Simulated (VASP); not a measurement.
Runs of VASP 6.6.1 on Te. The structure is that of space group P3_121 (No. 152), or close to it. The cells are those of the table. 

```tsv
task	cell	gap on the mesh (eV)	pressure (GPa)	largest force (eV/Å)
single point	a = 4.458, b = 4.458, c = 5.747 Å, angles 90.0, 90.0, 120.0°, 3 atoms	0.26	2.1	0.82
electric field gradients	a = 4.324, b = 4.324, c = 5.925 Å, angles 90.0, 90.0, 120.0°, 3 atoms	none	2.7	0.89
single point	a = 4.324, b = 4.324, c = 5.925 Å, angles 90.0, 90.0, 120.0°, 3 atoms	none	2.7	0.89
single point	a = 4.413, b = 4.413, c = 5.925 Å, angles 90.0, 90.0, 120.0°, 3 atoms	-	(a)	0.64
single point	a = 4.458, b = 4.458, c = 6.103 Å, angles 90.0, 90.0, 120.0°, 3 atoms	none	-2.1	0.28
```

Alike in all rows: level LDA; potentials or basis VASP PAW LDA potentials, release 64 (Te); no spin polarisation; k mesh 9 × 9 × 6; cutoff (eV) 520; smearing fermi-dirac 0.08 eV.

Q: Estimate the missing entries.

A: (a) 0.7.

Caveats: spin-orbit coupling is left out, which moves the levels of the heavy elements; an odd mesh through Γ misses points on the zone boundary, where band edges can lie (at least some runs).

A k mesh can miss the band edges, and the runs leave out spin-orbit coupling on Te.

A gap of «none» marks levels without a gap at the run's occupations.
